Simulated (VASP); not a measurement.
Wanted: the native input for a VASP 6.6.1 run.

```
Task                   : single point
Functional             : PBE
Potentials or basis    : VASP PAW PBE potentials, release 64 (Ag, Sn_d)
Cutoff                 : 520 eV
k mesh                 : 4 × 4 × 4
Occupations            : gaussian, width 0.1 eV
Spin                   : no spin polarisation
Dipole correction      : no
Further INCAR settings : ALGO = Normal; EDIFF = 1e-07; NBANDS = 48
```

The structure of AgSn2 lies in POSCAR:

```
AgSn2
1.0
    0.0000000000      4.3550365875      4.3550365875
    4.3550365875      0.0000000000      4.3550365875
    4.3550365875      4.3550365875      0.0000000000
Ag Sn
2 4
Direct
    0.0000000000      0.0000000000      0.0000000000
    0.2500000000      0.2500000000      0.2500000000
    0.6250000000      0.6250000000      0.6250000000
    0.1250000000      0.6250000000      0.6250000000
    0.6250000000      0.6250000000      0.1250000000
    0.6250000000      0.1250000000      0.6250000000
```

One way to write it, as run:

INCAR

```
PREC = Accurate ; ENCUT = 520
EDIFF = 1E-7 ; ISMEAR = 0
SIGMA = 0.1 ; LREAL = F
LASPH = T ; NELM = 60
ALGO = Normal ; ISIF = 2
LWAVE = F ; LCHARG = F
GGA = PE ; NBANDS = 48
```

KPOINTS

```
regular mesh
0
Gamma
  4 4 4
```

Potentials or basis: VASP PAW PBE potentials, release 64 (Ag, Sn_d).

Command:

```console
$ cat potpaw_PBE.64/Ag/POTCAR potpaw_PBE.64/Sn_d/POTCAR > POTCAR
$ mpirun -np 1 vasp_std > vasp.out
```

It gave:

```
Pressure               : -0.3 GPa
Band gap on the k mesh : zero (band 39 reaches 7.38 eV, above the bottom of band 40 at 6.04 eV)
```

Caveat: spin-orbit coupling is left out, which moves the levels of the heavy elements.

It took 72 s on 1 thread of Intel(R) Xeon(R) Platinum 8259CL CPU @ 2.50GHz (Skylake/Cascade Lake) (shared host), peak memory 0.33 GiB.
